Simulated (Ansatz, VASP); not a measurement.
**MgO: VASP beside Ansatz**

```
Mg O
1.0
     0.00000    2.09700    2.09700
     2.09700    0.00000    2.09700
     2.09700    2.09700    0.00000
Mg O
1 1
Direct
  0.00000 0.00000 0.00000
  0.50000 0.50000 0.50000
```

Alike in both runs: task relaxation of cell and atoms; functional revPBE; dispersion D4; k mesh 11 × 11 × 11; occupations fermi-dirac, width 0.05 eV; no spin polarisation.

|  | VASP | Ansatz |
| --- | --- | --- |
| version | VASP 6.6.1 | Ansatz 0.2.0 |
| potentials or method | VASP PAW PBE potentials, release 64 (Mg, O) | Ansatz PAW |
| plane-wave cutoff (eV) | 600 | 420 |
| valence electrons in the cell | 8 | 16 |

```tsv
	VASP	Ansatz	Ansatz less VASP
relaxed volume (Å³/atom)	9.36	9.43	+0.070
relaxed cell length with the largest relative difference (Å)	2.980	2.988	+0.0074
```

VASP's potentials were made for PBE, not for revPBE. VASP's potentials hold 8 valence electrons a cell and Ansatz's 16, so a difference there can come from the potentials and not from the codes.

Noted on Ansatz's run: odd divisions of the mesh miss points on the zone boundary, where band edges often lie, so the gap on the mesh can be too wide; the plane-wave basis is chosen anew once the cell has moved, so the energies of steps on either side of that aren't comparable.
